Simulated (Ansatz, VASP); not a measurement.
Ir in VASP and in Ansatz

```
Ir
1.0
     0.00000    2.75417    2.75417
     2.75417    0.00000    2.75417
     2.75417    2.75417    0.00000
Ir
2
Direct
  0.12500 0.12500 0.12500
  0.87500 0.87500 0.87500
```

Alike in both runs: functional PBEsol; k mesh 10 × 10 × 10; occupations fermi-dirac, width 0.1 eV; no spin polarisation.

Ansatz relaxed the structure, and its values are those at the end. VASP's run is a single point on that final structure, the one shown.

```csv
,VASP,Ansatz
version,VASP 6.6.1,Ansatz 0.2.0
potentials or method,"VASP PAW PBE potentials, release 64 (Ir), cutoff 520 eV","plane waves (420 eV) with PAW, scalar-relativistic"
valence electrons in the cell,18,34
```

```csv
,VASP,Ansatz,Ansatz less VASP
pressure (GPa),-0.3,0.0,+0.30
```

VASP's potentials were made for PBE, not for PBEsol, and Ansatz warns of the same on its side. With one functional, cell and mesh, what is left measures potentials, basis and numerics. VASP's potentials hold 18 valence electrons a cell and Ansatz's 34, so a difference there can come from the potentials and not from the codes.

Spin-orbit coupling is off throughout.
